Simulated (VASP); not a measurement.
# Sb (I4/mmm) in VASP: single point with PBEsol

Aim: the single point of Sb with PBEsol.

All numbers are computed with VASP 6.6.1; they aren't measurements. Logs are shortened: lines on timing, memory, paths and dates and some standing lists are left out, and cuts for length are marked.

### Step 1. The cell of the first run

It takes space group I4/mmm (No. 139, tetragonal). Conventional cell: a = 3.153 Å, b = 3.153 Å, c = 5.424 Å, α = 90.00°, β = 90.00°, γ = 90.00°. Sb (site symmetry 4/mmm) has 12 Sb at 3.15 to 3.51 Å within 4.1 Å.

### Step 2. Single point, PBEsol

File INCAR:

```
SYSTEM = Sb
PREC = Accurate
ENCUT = 520
EDIFF = 1E-6
ISMEAR = 1
SIGMA = 0.1
LREAL = .False.
LASPH = .True.
NELM = 80
ALGO = Normal
ISIF = 2
LWAVE = .False.
LCHARG = .False.
GGA = PS
NBANDS = 8
```

File KPOINTS:

```
Automatic mesh
0
Gamma
  10 10 10
  0.5 0.5 0.5
```

File POSCAR:

```
Sb
1.0
   -1.5765401800      1.5765401800      2.7119384300
    1.5765401800     -1.5765401800      2.7119384300
    1.5765401800      1.5765401800     -2.7119384300
Sb
1
Direct
    0.0000000000      0.0000000000      0.0000000000
```

Potentials or basis: VASP PAW PBE potentials, release 64 (Sb).

Launch:

```bash
> cat potpaw_PBE.64/Sb/POTCAR > POTCAR
> mpirun -np 1 vasp_std > vasp.out
```

OUTCAR:

```text
SYSTEM = Sb
   PREC = Accurate
   ENCUT = 520
   EDIFF = 1E-6
   ISMEAR = 1
   LREAL = .False.
   LASPH = .True.
   NELM = 80
   ISIF = 2
   GGA = PS

 ion  position               nearest neighbor table
   1  0.000  0.000  0.000-

  LATTYP: Found a body centered tetragonal cell.
 ALAT       =     3.1530803600
 C/A-ratio  =     1.7201835160

  Lattice vectors:

 A1 = (  -1.5765401800,   1.5765401800,   2.7119384300)
 A2 = (   1.5765401800,  -1.5765401800,   2.7119384300)
 A3 = (   1.5765401800,   1.5765401800,  -2.7119384300)

Analysis of symmetry for initial positions (statically):
=====================================================================
 Subroutine PRICEL returns:
 Original cell was already a primitive cell.

 Routine SETGRP: Setting up the symmetry group for a
 body centered tetragonal supercell.

 Subroutine GETGRP returns: Found 16 space group operations
 (whereof 16 operations were pure point group operations)
 out of a pool of 16 trial point group operations.

The static configuration has the point symmetry D_4h.

Analysis of symmetry for dynamics (positions and initial velocities):
=====================================================================
 Subroutine PRICEL returns:
 Original cell was already a primitive cell.

 Routine SETGRP: Setting up the symmetry group for a
 body centered tetragonal supercell.

 Subroutine GETGRP returns: Found 16 space group operations
 (whereof 16 operations were pure point group operations)
 out of a pool of 16 trial point group operations.

The dynamic configuration has the point symmetry D_4h.

 Subroutine INISYM returns: Found 16 space group operations
 (whereof 16 operations are pure point group operations),
 and found     1 'primitive' translations

----------------------------------------------------------------------------------------

                                     Primitive cell

  volume of cell :      26.9619

  direct lattice vectors                    reciprocal lattice vectors
    -1.576540180  1.576540180  2.711938430     0.000000000  0.317150179  0.184369967
     1.576540180 -1.576540180  2.711938430     0.317150179  0.000000000  0.184369967
     1.576540180  1.576540180 -2.711938430     0.317150179  0.317150179  0.000000000

  length of vectors
     3.510778820  3.510778820  3.510778820     0.366846727  0.366846727  0.448518084

  position of ions in fractional coordinates (direct lattice)
     0.000000000  0.000000000  0.000000000

  ion indices of the primitive-cell ions
   primitive index   ion index
                 1           1

----------------------------------------------------------------------------------------

 KPOINTS: Automatic mesh

Automatic generation of k-mesh.
 Grid dimensions read from file:
 generate k-points for:   10   10   10

 Generating k-lattice:

  Cartesian coordinates                     Fractional coordinates (reciprocal lattice)
     0.000000000  0.031715018  0.018436997     0.100000000 -0.000000000  0.000000000
     0.031715018  0.000000000  0.018436997    -0.000000000  0.100000000  0.000000000
     0.031715018  0.031715018  0.000000000     0.000000000  0.000000000  0.100000000

  Length of vectors
     0.036684673  0.036684673  0.044851808

  Shift w.r.t. Gamma in fractional coordinates (k-lattice)
     0.500000000  0.500000000  0.500000000

 Subroutine IBZKPT returns following result:
 ===========================================

 Found     99 irreducible k-points:

 Following reciprocal coordinates:
            Coordinates               Weight
  0.050000  0.050000  0.050000      8.000000
  0.150000  0.050000  0.050000     16.000000
  0.250000  0.050000  0.050000     16.000000
  0.350000  0.050000  0.050000     16.000000
  0.450000  0.050000  0.050000      8.000000
 -0.050000  0.050000  0.050000      4.000000
[... 16 lines left out ...]
 -0.050000  0.250000  0.050000      8.000000
  0.350000  0.350000  0.050000      8.000000
 [... further k-points ...]
   k-points           NKPTS =     99   k-points in BZ     NKDIM =     99   number of bands    NBANDS=      8
   number of dos      NEDOS =    301   number of ions     NIONS =      1
   total plane-waves  NPLWV =  21952
   dimension x,y,z NGX =    28 NGY =   28 NGZ =   28
   dimension x,y,z NGXF=    56 NGYF=   56 NGZF=   56
   ions per type =               1
   NGX,Y,Z   is equivalent  to a cutoff of  13.26, 13.26, 13.26 a.u.
   NGXF,Y,Z  is equivalent  to a cutoff of  26.52, 26.52, 26.52 a.u.
 SYSTEM =  Sb
   PREC   = accura    normal or accurate (medium, high low for compatibility)
   ISTART =      0    job   : 0-new  1-cont  2-samecut
   ICHARG =      2    charge: 1-file 2-atom 10-const
   ISPIN  =      1    spin polarized calculation?
   LNONCOLLINEAR =      F non collinear calculations
   LSORBIT =      F    spin-orbit coupling
   LASPH  =      T    aspherical Exc in radial PAW
   ENCUT  =  520.0 eV  38.22 Ry    6.18 a.u.   6.53  6.53  6.53*2*pi/ulx,y,z
   NELM   =     80;   NELMIN=  2; NELMDL= -5     # of ELM steps
   EDIFF  = 0.1E-05   stopping-criterion for ELM
   LREAL  =      F    real-space projection
   EDIFFG = 0.1E-04   stopping-criterion for IOM
   NSW    =      0    number of steps for IOM
   IBRION =     -1    ionic relax: 0-MD 1-quasi-New 2-CG
   NFREE  =      0    steps in history (QN), initial steepest desc. (CG)
   ISIF   =      2    stress and relaxation
   ISYM   =      2    0-nonsym 1-usesym 2-fastsym
   POTIM  = 0.5000    time-step for ionic-motion
   TEBEG  =    0.0;   TEEND  =   0.0 temperature during run
   PSTRESS=    0.0 pullay stress
   NELECT =       5.0000    total number of electrons
   NUPDOWN=      -1.0000    fix difference up-down
   EMIN   =  10.00;   EMAX   =-10.00  energy-range for DOS
   EFERMI =   0.00;   METHOD = LEGACY
   ISMEAR =     1;   SIGMA  =   0.10  broadening in eV -4-tet -1-fermi 0-gaus
   EFERMI_NEDOS =   21; number of points for ismear=-14 and -15
   IALGO  =     38    algorithm
   IMIX   =      4    mixing-type and parameters
     AMIX     =   0.40;   BMIX     =  1.00
     AMIX_MAG =   1.60;   BMIX_MAG =  1.00
  volume/ion in A,a.u.               =      26.96       181.95
  Fermi-wavevector in a.u.,A,eV,Ry     =   0.933573  1.764197 11.858269  0.871558
  Thomas-Fermi vector in A             =   2.060288
   LORBIT       =      0    0 simple, 1 ext, 2 COOP (PROOUT), +10 PAW based schemes
   GGA     = PS    functional components
   LHFCALC =     F    Hartree Fock is set to
   AEXX    =    0.0000 exact exchange contribution
   IVDW    =     0    specifies the selected vdW correction
   LEPSILON=     F    determine dielectric tensor
   LRPA    =     F    only Hartree local field effects (RPA)
 non-spin polarized calculation
 Methfessel and Paxton  Order N= 1 SIGMA  =   0.10
  energy-cutoff  :      520.00
  volume of cell :       26.96
 maximum number of plane-waves:       746
 NGX is ok and might be reduce to    28
   NGX = 13   NGY = 13   NGZ = 13

 number of electron       5.0000000 magnetization

 Free energy of the ion-electron system (eV)
  ---------------------------------------------------
  ext. energy  EPLUGINS =         0.00000000
  ---------------------------------------------------
  free energy    TOTEN  =        -4.30904577 eV

  energy without entropy =       -4.30860333  energy(sigma->0) =       -4.30889829

 E-fermi :   8.3205     XC(G=0): -10.3155

 val. band max:        8.3068560334   @ k =  -0.2500   0.2500   0.1500
 cond. band min:       8.3329547093   @ k =  -0.4500   0.2500   0.0500
 fundamental gap:      0.0260986759
 Fermi energy:         8.3205108103

 k-point     1 :       0.0500    0.0500    0.0500
  band No.  band energies     occupation
      1      -4.2398      2.00000
      2      11.8375      0.00000
      3      12.2433      0.00000
      4      13.0044      0.00000
      5      17.0118      0.00000
      6      17.7559      0.00000
      7      19.2622      0.00000
      8      20.0796      0.00000

 k-point     2 :       0.1500    0.0500    0.0500
  band No.  band energies     occupation
      1      -3.6432      2.00000
      2       9.1927     -0.00000
      3      11.4376      0.00000
      4      12.7011      0.00000
      5      16.1201      0.00000
      6      17.7822      0.00000
      7      19.7293      0.00000
      8      19.9805      0.00000

 k-point     3 :       0.2500    0.0500    0.0500
  band No.  band energies     occupation
      1      -2.6749      2.00000
      2       6.3488      2.00000
      3      10.7999      0.00000
      4      12.4545      0.00000
      5      15.2836      0.00000
      6      17.7857      0.00000
      7      19.4161      0.00000
      8      20.3697      0.00000

 k-point     4 :       0.3500    0.0500    0.0500
  band No.  band energies     occupation
      1      -1.4446      2.00000
      2       3.9304      2.00000
      3      10.3347      0.00000
      4      12.3755      0.00000
      5      14.7804      0.00000
      6      16.9971      0.00000
      7      19.7805      0.00000
      8      21.8202      0.00000

 k-point     5 :       0.4500    0.0500    0.0500
  band No.  band energies     occupation
      1      -0.6235      2.00000
      2       2.7056      2.00000
      3      10.1659     -0.00000
      4      12.3741      0.00000
      5      14.6136      0.00000
      6      16.6609      0.00000
      7      20.0129      0.00000
      8      21.6149      0.00000
[... 177 lines left out ...]
 k-point    22 :      -0.1500    0.2500    0.0500
  band No.  band energies     occupation
      1      -3.0500      2.00000
      2       7.6531      2.00000
      3      10.3063     -0.00000
      4      13.0161      0.00000
      5      16.2435      0.00000
      6      18.2381      0.00000
      7      18.5668      0.00000
      8      20.7166      0.00000

 k-point    23 :      -0.0500    0.2500    0.0500
  band No.  band energies     occupation
      1      -3.0585      2.00000
      2       6.8882      2.00000
      3      10.7834      0.00000
      4      14.0511      0.00000
      5      15.6660      0.00000
      6      18.4522      0.00000
      7      20.0878      0.00000
      8      20.6637      0.00000

 k-point    24 :       0.3500    0.3500    0.0500
  band No.  band energies     occupation
      1       1.2594      2.00000
      2       4.7749      2.00000
      3       5.6138      2.00000
      4       8.9987     -0.00000
      5      12.8366      0.00000
      6      17.0409      0.00000
      7      19.9934      0.00000
      8      20.4797      0.00000

 [... further k-points ...]
[... 5 lines left out ...]
  --------------------------------------------------------------------------------------
  -------------------------------------------------------------------------------------
  Total       -0.1703473     -0.1703473     -0.0971224      0.0000000     -0.0000000      0.0000000
  in kB      -10.1226891    -10.1226891     -5.7713839      0.0000000     -0.0000000      0.0000000
  external PRESSURE =      -8.6722540 kB  Pullay stress =       0.0000000 kB

 VOLUME and BASIS-vectors are now :
 -----------------------------------------------------------------------------
  energy-cutoff  :      520.00
  volume of cell :       26.96
      direct lattice vectors                 reciprocal lattice vectors
    -1.576540180  1.576540180  2.711938430     0.000000000  0.317150179  0.184369967
     1.576540180 -1.576540180  2.711938430     0.317150179  0.000000000  0.184369967
     1.576540180  1.576540180 -2.711938430     0.317150179  0.317150179  0.000000000

 POSITION                                       TOTAL-FORCE (eV/Angst)
 -----------------------------------------------------------------------------------
      0.00000      0.00000      0.00000        -0.000000     -0.000000      0.000000
 -----------------------------------------------------------------------------------
    total drift:                                0.000000      0.000000     -0.000000

  FREE ENERGIE OF THE ION-ELECTRON SYSTEM (eV)
  ---------------------------------------------------
  free  energy   TOTEN  =        -4.3090457735 eV

  energy  without entropy=       -4.3086033330  energy(sigma->0) =       -4.30889829
```

Run time: 9.4 s. Hardware: 1 thread of Intel Xeon 6975P-C (Granite Rapids), shared host; peak memory 0.16 GiB.

What came out:

| Item | Value |
| --- | --- |
| Free energy | -4.3090 eV |
| Pressure | -0.9 GPa |

Levels at points of the mesh, in eV from the Fermi level:
| k point | band 1 | band 2 | band 3 | band 4 | band 5 | band 6 |
| --- | --- | --- | --- | --- | --- | --- |
| (0.05, 0.05, 0.05) | -12.56 | 3.52 | 3.92 | 4.68 | 8.69 | 9.44 |

Caveat: the PAW data sets were made with another functional, which shifts forces and pressure a little; spin-orbit coupling is left out, which moves the levels of the heavy elements.
